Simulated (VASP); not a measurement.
SnTe: single point with r2SCAN

The system is SnTe.

```xyz
2
Lattice="0.0000 3.2519 3.2519 3.2519 0.0000 3.2519 3.2519 3.2519 0.0000" Properties=species:S:1:pos:R:3 pbc="T T T"
Sn    0.0000    0.0000    0.0000
Te    3.2519    3.2519    3.2519
```

This cell differs from its parent crystal: volume changed by +6%.

```json
{
  "Program": "VASP 6.6.1",
  "Task": "single point",
  "Functional": "r2SCAN",
  "Potentials or basis": "VASP PAW PBE potentials, release 64 (Sn_d, Te)",
  "Cutoff": "520 eV",
  "k mesh": "6 × 6 × 6",
  "Occupations": "fermi-dirac, width 0.02 eV",
  "Spin": "no spin polarisation",
  "Dipole correction": "no",
  "Further INCAR settings": "ALGO = Normal; EDIFF = 1e-06; NBANDS = 17"
}
```

```
Pressure               : -2.3 GPa
Band gap on the k mesh : 0.31 eV, direct
```

Levels at points of the mesh, in eV from the valence-band top:
```csv
k point,band 8,band 9,band 10,band 11,band 12,band 13
"(0.00, 0.00, 0.00)",-2.07,-2.07,-2.07,3.37,3.37,3.37
"(0.50, 0.00, 0.00)",-1.73,-1.73,0.00,0.31,0.57,0.57
"(0.50, 0.50, 0.00)",-5.16,-3.50,-3.50,2.83,4.79,4.79
```

Wall time 30 s on 1 thread of Intel(R) Xeon(R) 6975P-C (Granite Rapids) (shared host), peak memory 0.21 GiB.

Caveat: the PAW data sets were made with another functional, which shifts forces and pressure a little; spin-orbit coupling is left out, which moves the levels of the heavy elements. A k mesh can miss the band edges.
